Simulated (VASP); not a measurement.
The system is HfMg3.

```
CELL_PARAMETERS angstrom
4.43519 0.00000 0.00000
0.00000 4.43519 0.00000
0.00000 0.00000 4.43519
ATOMIC_POSITIONS crystal
Hf 0.00000 0.00000 0.00000
Mg 0.00000 0.50000 0.50000
Mg 0.50000 0.50000 0.00000
Mg 0.50000 0.00000 0.50000
```

Base run:

- Program: VASP 6.6.1
- Functional: PBE
- Potentials or basis: VASP PAW PBE potentials, release 64 (Hf_pv, Mg)
- Cutoff: 520 eV
- k mesh: 8 × 8 × 8
- Occupations: gaussian, width 0.05 eV
- Spin: no spin polarisation

Its results: band gap on the k mesh zero (bands 8 and 9 overlap by 1.44 eV); pressure -0.1 GPa.

Q: After a change of settings the same cell gave: band gap on the k mesh zero (bands 8 and 9 overlap by 1.44 eV); pressure -1.5 GPa. Which change was it?
A. further incar settings from ALGO = Normal; EDIFF = 1e-07; NBANDS = 16 to ALGO = Normal; EDIFF = 1e-06; NBANDS = 16
B. functional from PBE to PBEsol
C. occupations from gaussian, width 0.05 eV to tetrahedron; further incar settings from ALGO = Normal; EDIFF = 1e-07; NBANDS = 16 to ALGO = Normal; EDIFF = 1e-06; NBANDS = 16

A: B.

PBEsol binds more tightly than PBE, so the same cell stands under less pressure.

Caveats: spin-orbit coupling is left out, which moves the levels of the heavy elements; the PAW data sets were made with another functional, which shifts forces and pressure a little (at least some runs).
